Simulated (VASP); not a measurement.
Set up this calculation in VASP 6.6.1, as the native input.

```yaml
Task: single point
Functional: r2SCAN
Potentials_or_basis: VASP PAW PBE potentials, release 64 (C_h)
Cutoff: 1430 eV
k_mesh: 12 × 12 × 12
Occupations: gaussian, width 0.01 eV
Spin: no spin polarisation
Dipole_correction: no
Further_INCAR_settings: ALGO = Normal; EDIFF = 1e-06; NBANDS = 11
```

C:

```
C
1.0
     1.77120    1.77120    0.00000
    -1.77120    1.77120    0.00000
     0.00000    1.77120    1.77120
C
2
Direct
  0.50000 0.50000 0.00000
  0.75000 0.25000 0.50000
```

These files were run (other wordings do the same):

POSCAR

```
C
1.0
    1.7711992530      1.7711992530      0.0000000000
   -1.7711992530      1.7711992530      0.0000000000
    0.0000000000      1.7711992530      1.7711992530
C
2
Direct
    0.5000000000      0.5000000000      0.0000000000
    0.7500000000      0.2500000000      0.5000000000
```

INCAR.step1

```
SYSTEM = C
PREC = Accurate ; ENCUT = 1430
ISMEAR = 0 ; SIGMA = 0.01
LREAL = .False. ; LASPH = .True.
NELM = 120 ; NBANDS = 11
GGA = PE ; ALGO = Normal
EDIFF = 1E-5 ; LWAVE = .True.
LCHARG = .False. ; GGA_COMPAT = .False.
```

INCAR.step2

```
SYSTEM = C
PREC = Accurate ; ENCUT = 1430
EDIFF = 1E-6 ; ISMEAR = 0
SIGMA = 0.01 ; LREAL = .False.
LASPH = .True. ; NELM = 120
ALGO = Normal ; ISIF = 2
LWAVE = .False. ; LCHARG = .False.
METAGGA = R2SCAN ; LMIXTAU = .True.
NBANDS = 11 ; ISTART = 1
GGA_COMPAT = .False.
```

KPOINTS

```
Automatic mesh
0
Gamma
  12 12 12
  0 0 0
```

Potentials or basis: VASP PAW PBE potentials, release 64 (C_h).

Launch:

```bash
$ cat potpaw_PBE.64/C_h/POTCAR > POTCAR
$ cp INCAR.step1 INCAR
$ mpirun -np 1 vasp_std > vasp.out
$ cp INCAR.step2 INCAR
$ mpirun -np 1 vasp_std > vasp.out
```

It gave:

```yaml
Pressure: 6.4 GPa
Band_gap_on_the_k_mesh: 4.42 eV (least direct gap 5.94 eV)
```

Caveat: the cell stands under pressure; the PAW data sets were made with another functional, which shifts forces and pressure a little.

Wall time 70 s on 1 thread of Intel(R) Xeon(R) Platinum 8559C (Emerald Rapids), with other jobs on the host, peak memory 0.19 GiB.
